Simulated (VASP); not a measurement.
# Ba (Im-3m) in VASP: further runs, part 2 of 3

VASP 6.6.1. The steps go on from the part before.

### Step 4. Single point, revPBE (72.48 Å³/atom)

This run uses another cell than the first one, of 72.48 Å³/atom.

INCAR reads:

```
SYSTEM = Ba
ALGO = Normal
EDIFF = 1E-7
ENCUT = 520
GGA = RE
ISIF = 2
ISMEAR = -1
LASPH = .True.
LCHARG = .True.
LELF = .True.
LREAL = .False.
LVHAR = .True.
LWAVE = .False.
NBANDS = 11
NELM = 60
PREC = Accurate
SIGMA = 0.1
```

KPOINTS reads:

```
k-points
0
Gamma
  14 14 14
  0 0 0
```

POSCAR reads:

```
Ba
1.0
   -2.6265295551      2.6265295551      2.6265295551
    2.6265295551     -2.6265295551      2.6265295551
    2.6265295551      2.6265295551     -2.6265295551
Ba
1
Direct
    0.0000000000      0.0000000000      0.0000000000
```

Potentials or basis: VASP PAW PBE potentials, release 64 (Ba_sv).

Command:

```
$ cat potpaw_PBE.64/Ba_sv/POTCAR > POTCAR
$ mpirun -np 1 vasp_std > vasp.out
```

OUTCAR:

```text
SYSTEM = Ba
   EDIFF = 1E-7
   ENCUT = 520
   GGA = RE
   ISIF = 2
   ISMEAR = -1
   LASPH = .True.
   LREAL = .False.
   NELM = 60
   PREC = Accurate

 ion  position               nearest neighbor table
   1  0.000  0.000  0.000-

  LATTYP: Found a body centered cubic cell.
 ALAT       =     5.2530591102

  Lattice vectors:

 A1 = (  -2.6265295551,   2.6265295551,   2.6265295551)
 A2 = (   2.6265295551,  -2.6265295551,   2.6265295551)
 A3 = (   2.6265295551,   2.6265295551,  -2.6265295551)

Analysis of symmetry for initial positions (statically):
=====================================================================
 Subroutine PRICEL returns:
 Original cell was already a primitive cell.

 Routine SETGRP: Setting up the symmetry group for a
 body centered cubic supercell.

 Subroutine GETGRP returns: Found 48 space group operations
 (whereof 48 operations were pure point group operations)
 out of a pool of 48 trial point group operations.

The static configuration has the point symmetry O_h .

Analysis of symmetry for dynamics (positions and initial velocities):
=====================================================================
 Subroutine PRICEL returns:
 Original cell was already a primitive cell.

 Routine SETGRP: Setting up the symmetry group for a
 body centered cubic supercell.

 Subroutine GETGRP returns: Found 48 space group operations
 (whereof 48 operations were pure point group operations)
 out of a pool of 48 trial point group operations.

The dynamic configuration has the point symmetry O_h .

 Subroutine INISYM returns: Found 48 space group operations
 (whereof 48 operations are pure point group operations),
 and found     1 'primitive' translations

----------------------------------------------------------------------------------------

                                     Primitive cell

[... 105 lines left out ...]
   IALGO  =     38    algorithm
   IMIX   =      4    mixing-type and parameters
     AMIX     =   0.40;   BMIX     =  1.00
     AMIX_MAG =   1.60;   BMIX_MAG =  1.00
  volume/ion in A,a.u.               =      72.48       489.11
  Fermi-wavevector in a.u.,A,eV,Ry     =   0.845939  1.598594  9.736510  0.715613
  Thomas-Fermi vector in A             =   1.961207
   LORBIT       =      0    0 simple, 1 ext, 2 COOP (PROOUT), +10 PAW based schemes
   GGA     = RE    functional components
   LHFCALC =     F    Hartree Fock is set to
   AEXX    =    0.0000 exact exchange contribution
   IVDW    =     0    specifies the selected vdW correction
   LEPSILON=     F    determine dielectric tensor
   LRPA    =     F    only Hartree local field effects (RPA)
 non-spin polarized calculation
  energy-cutoff  :      520.00
  volume of cell :       72.48
 maximum number of plane-waves:      1967
 NGX is ok and might be reduce to    36
   NGX = 17   NGY = 17   NGZ = 17

 number of electron      10.0000001 magnetization

 Free energy of the ion-electron system (eV)
  ---------------------------------------------------
  ext. energy  EPLUGINS =         0.00000000
  ---------------------------------------------------
  free energy    TOTEN  =        -1.73024196 eV

  energy without entropy =       -1.68149554  energy(sigma->0) =       -1.70586875

 E-fermi :   1.3096     XC(G=0):  -6.8936

 val. band max:        1.3065869659   @ k =   0.3571   0.2857   0.0000
 cond. band min:       1.3243250428   @ k =  -0.3571   0.4286   0.2857
 fundamental gap:      0.0177380769
 Fermi energy:         1.3095926187

 k-point     1 :       0.0000    0.0000    0.0000
  band No.  band energies     occupation
      1     -27.8767      2.00000
      2     -12.8956      2.00000
      3     -12.8956      2.00000
      4     -12.8956      2.00000
      5      -1.3605      2.00000
      6       2.9914      0.00000
      7       2.9914      0.00000
      8       2.9914      0.00000
      9       4.1942      0.00000
     10       4.1942      0.00000
     11       7.8067      0.00000
[... 309 lines left out ...]
 k-point    24 :       0.3571    0.2857    0.0000
  band No.  band energies     occupation
      1     -27.8514      2.00000
      2     -13.1126      2.00000
      3     -13.0692      2.00000
      4     -12.9308      2.00000
      5       1.3066      1.01503
      6       1.7410      0.02642
      7       1.7448      0.02543
      8       4.2729      0.00000
      9       4.5144      0.00000
     10       5.3823      0.00000
     11       6.6870      0.00000

 [... further k-points ...]
[... 5 lines left out ...]
  --------------------------------------------------------------------------------------
  -------------------------------------------------------------------------------------
  Total       -0.2269234     -0.2269234     -0.2269234      0.0000000      0.0000000      0.0000000
  in kB       -5.0162943     -5.0162943     -5.0162943      0.0000000      0.0000000      0.0000000
  external PRESSURE =      -5.0162943 kB  Pullay stress =       0.0000000 kB

 VOLUME and BASIS-vectors are now :
 -----------------------------------------------------------------------------
  energy-cutoff  :      520.00
  volume of cell :       72.48
      direct lattice vectors                 reciprocal lattice vectors
    -2.626529555  2.626529555  2.626529555     0.000000000  0.190365267  0.190365267
     2.626529555 -2.626529555  2.626529555     0.190365267  0.000000000  0.190365267
     2.626529555  2.626529555 -2.626529555     0.190365267  0.190365267  0.000000000

 POSITION                                       TOTAL-FORCE (eV/Angst)
 -----------------------------------------------------------------------------------
      0.00000      0.00000      0.00000        -0.000000     -0.000000      0.000000
 -----------------------------------------------------------------------------------
    total drift:                               -0.000000     -0.000000      0.000000

  FREE ENERGIE OF THE ION-ELECTRON SYSTEM (eV)
  ---------------------------------------------------
  free  energy   TOTEN  =        -1.7302419605 eV

  energy  without entropy=       -1.6814955433  energy(sigma->0) =       -1.70586875
```

Wall time 56 s (1 thread of AMD EPYC 9R45 (Zen 5), shared host); peak memory 0.22 GiB.

Results:

- Free energy: -1.7302 eV
- Pressure: -0.5 GPa
- Band gap on the k mesh: zero (bands 5 and 6 overlap by 0.70 eV)

Caveat: the PAW data sets were made with another functional, which shifts forces and pressure a little; spin-orbit coupling is left out, which moves the levels of the heavy elements.

### Step 5. Single point, revPBE (75.16 Å³/atom)

This run uses another cell than the first one, of 75.16 Å³/atom.

INCAR reads:

```
PREC = Accurate
ENCUT = 520
EDIFF = 1E-6
ISMEAR = -1
SIGMA = 0.1
LREAL = F
LASPH = T
NELM = 60
ALGO = Normal
ISIF = 2
LWAVE = F
LCHARG = F
GGA = RE
NBANDS = 11
```

KPOINTS reads:

```
Automatic mesh
0
Gamma
  14 14 14
```

POSCAR reads:

```
Ba
1.0
   -2.6585635604      2.6585635604      2.6585635604
    2.6585635604     -2.6585635604      2.6585635604
    2.6585635604      2.6585635604     -2.6585635604
Ba
1
Direct
    0.0000000000      0.0000000000      0.0000000000
```

Potentials or basis: VASP PAW PBE potentials, release 64 (Ba_sv).

Command:

```
$ cat potpaw_PBE.64/Ba_sv/POTCAR > POTCAR
$ mpirun -np 1 vasp_std > vasp.out
```

OUTCAR:

```text
PREC = Accurate
   ENCUT = 520
   EDIFF = 1E-6
   ISMEAR = -1
   LREAL = F
   LASPH = T
   NELM = 60
   ISIF = 2
   GGA = RE

 ion  position               nearest neighbor table
   1  0.000  0.000  0.000-

  LATTYP: Found a body centered cubic cell.
 ALAT       =     5.3171271208

  Lattice vectors:

 A1 = (  -2.6585635604,   2.6585635604,   2.6585635604)
 A2 = (   2.6585635604,  -2.6585635604,   2.6585635604)
 A3 = (   2.6585635604,   2.6585635604,  -2.6585635604)

Analysis of symmetry for initial positions (statically):
=====================================================================
 Subroutine PRICEL returns:
 Original cell was already a primitive cell.

 Routine SETGRP: Setting up the symmetry group for a
 body centered cubic supercell.

 Subroutine GETGRP returns: Found 48 space group operations
 (whereof 48 operations were pure point group operations)
 out of a pool of 48 trial point group operations.

The static configuration has the point symmetry O_h .

Analysis of symmetry for dynamics (positions and initial velocities):
=====================================================================
 Subroutine PRICEL returns:
 Original cell was already a primitive cell.

 Routine SETGRP: Setting up the symmetry group for a
 body centered cubic supercell.

 Subroutine GETGRP returns: Found 48 space group operations
 (whereof 48 operations were pure point group operations)
 out of a pool of 48 trial point group operations.

The dynamic configuration has the point symmetry O_h .

 Subroutine INISYM returns: Found 48 space group operations
 (whereof 48 operations are pure point group operations),
 and found     1 'primitive' translations

----------------------------------------------------------------------------------------

                                     Primitive cell

  volume of cell :      75.1625

  direct lattice vectors                    reciprocal lattice vectors
[... 105 lines left out ...]
     AMIX_MAG =   1.60;   BMIX_MAG =  1.00
  volume/ion in A,a.u.               =      75.16       507.22
  Fermi-wavevector in a.u.,A,eV,Ry     =   0.835746  1.579331  9.503286  0.698472
  Thomas-Fermi vector in A             =   1.949356
   LORBIT       =      0    0 simple, 1 ext, 2 COOP (PROOUT), +10 PAW based schemes
   GGA     = RE    functional components
   LHFCALC =     F    Hartree Fock is set to
   AEXX    =    0.0000 exact exchange contribution
   IVDW    =     0    specifies the selected vdW correction
   LEPSILON=     F    determine dielectric tensor
   LRPA    =     F    only Hartree local field effects (RPA)
 non-spin polarized calculation
  energy-cutoff  :      520.00
  volume of cell :       75.16
 maximum number of plane-waves:      2038
 NGX is ok and might be reduce to    36
   NGX = 17   NGY = 17   NGZ = 17

 number of electron      10.0000000 magnetization

 number of electron       9.9999999 magnetization

 Free energy of the ion-electron system (eV)
  ---------------------------------------------------
  ext. energy  EPLUGINS =         0.00000000
  ---------------------------------------------------
  free energy    TOTEN  =        -1.71999391 eV

  energy without entropy =       -1.66972065  energy(sigma->0) =       -1.69485728

 E-fermi :   1.2055     XC(G=0):  -6.7864

 val. band max:        1.2032206841   @ k =   0.5000   0.5000   0.2857
 cond. band min:       1.2266136927   @ k =  -0.3571   0.3571   0.3571
 fundamental gap:      0.0233930086
 Fermi energy:         1.2054850391

 k-point     1 :       0.0000    0.0000    0.0000
  band No.  band energies     occupation
      1     -28.0531      2.00000
      2     -13.0822      2.00000
      3     -13.0822      2.00000
      4     -13.0822      2.00000
      5      -1.4381      2.00000
      6       2.8438      0.00000
      7       2.8438      0.00000
      8       2.8438      0.00000
      9       4.0054      0.00000
     10       4.0054      0.00000
     11       7.5986      0.00000
[... 309 lines left out ...]
 k-point    24 :       0.3571    0.2857    0.0000
  band No.  band energies     occupation
      1     -28.0317      2.00000
      2     -13.2735      2.00000
      3     -13.2352      2.00000
      4     -13.1133      2.00000
      5       1.1965      1.04471
      6       1.6058      0.03587
      7       1.6201      0.03114
      8       4.0726      0.00000
      9       4.3034      0.00000
     10       5.0935      0.00000
     11       6.3787      0.00000

 [... further k-points ...]
[... 5 lines left out ...]
  --------------------------------------------------------------------------------------
  -------------------------------------------------------------------------------------
  Total       -0.3386686     -0.3386686     -0.3386686     -0.0000000      0.0000000     -0.0000000
  in kB       -7.2191212     -7.2191212     -7.2191212     -0.0000000      0.0000000     -0.0000000
  external PRESSURE =      -7.2191212 kB  Pullay stress =       0.0000000 kB

 VOLUME and BASIS-vectors are now :
 -----------------------------------------------------------------------------
  energy-cutoff  :      520.00
  volume of cell :       75.16
      direct lattice vectors                 reciprocal lattice vectors
    -2.658563560  2.658563560  2.658563560     0.000000000  0.188071486  0.188071486
     2.658563560 -2.658563560  2.658563560     0.188071486  0.000000000  0.188071486
     2.658563560  2.658563560 -2.658563560     0.188071486  0.188071486  0.000000000

 POSITION                                       TOTAL-FORCE (eV/Angst)
 -----------------------------------------------------------------------------------
      0.00000      0.00000      0.00000         0.000000     -0.000000      0.000000
 -----------------------------------------------------------------------------------
    total drift:                               -0.000000     -0.000000      0.000000

  FREE ENERGIE OF THE ION-ELECTRON SYSTEM (eV)
  ---------------------------------------------------
  free  energy   TOTEN  =        -1.7199939114 eV

  energy  without entropy=       -1.6697206479  energy(sigma->0) =       -1.69485728
```

OSZICAR:

```text
N       E                     dE             d eps       ncg     rms          rms(c)
DAV:   1     0.605164354303E+02    0.60516E+02   -0.40319E+03  2288   0.730E+02
DAV:   2     0.174470871788E+01   -0.58772E+02   -0.57230E+02  2806   0.133E+02
DAV:   3    -0.159326307028E+01   -0.33380E+01   -0.33154E+01  2855   0.346E+01
DAV:   4    -0.170822114683E+01   -0.11496E+00   -0.11468E+00  3148   0.587E+00
DAV:   5    -0.171080917332E+01   -0.25880E-02   -0.25878E-02  2987   0.753E-01    0.143E+00
DAV:   6    -0.171525714887E+01   -0.44480E-02   -0.45023E-03  2756   0.585E-01    0.860E-01
DAV:   7    -0.171970194583E+01   -0.44448E-02   -0.10362E-02  2564   0.105E+00    0.534E-02
DAV:   8    -0.171997525178E+01   -0.27331E-03   -0.52102E-04  3085   0.190E-01    0.300E-02
DAV:   9    -0.171998839087E+01   -0.13139E-04   -0.18790E-05  3339   0.299E-02    0.851E-03
DAV:  10    -0.171999409578E+01   -0.57049E-05   -0.13024E-05  2844   0.267E-02    0.197E-03
DAV:  11    -0.171999391140E+01    0.18438E-06   -0.64222E-07  1973   0.458E-03
   1 F= -.17199939E+01 E0= -.16948573E+01  d E =-.502733E-01
```

Wall time 42 s (1 thread of AMD EPYC 9R45 (Zen 5), shared host); peak memory 0.22 GiB.

Results:

```yaml
Free_energy: -1.7200 eV
Pressure: -0.7 GPa
Band_gap_on_the_k_mesh: zero (bands 5 and 6 overlap by 0.64 eV)
```

Caveat: the PAW data sets were made with another functional, which shifts forces and pressure a little; spin-orbit coupling is left out, which moves the levels of the heavy elements.

(Continued in part 3 of 3.)
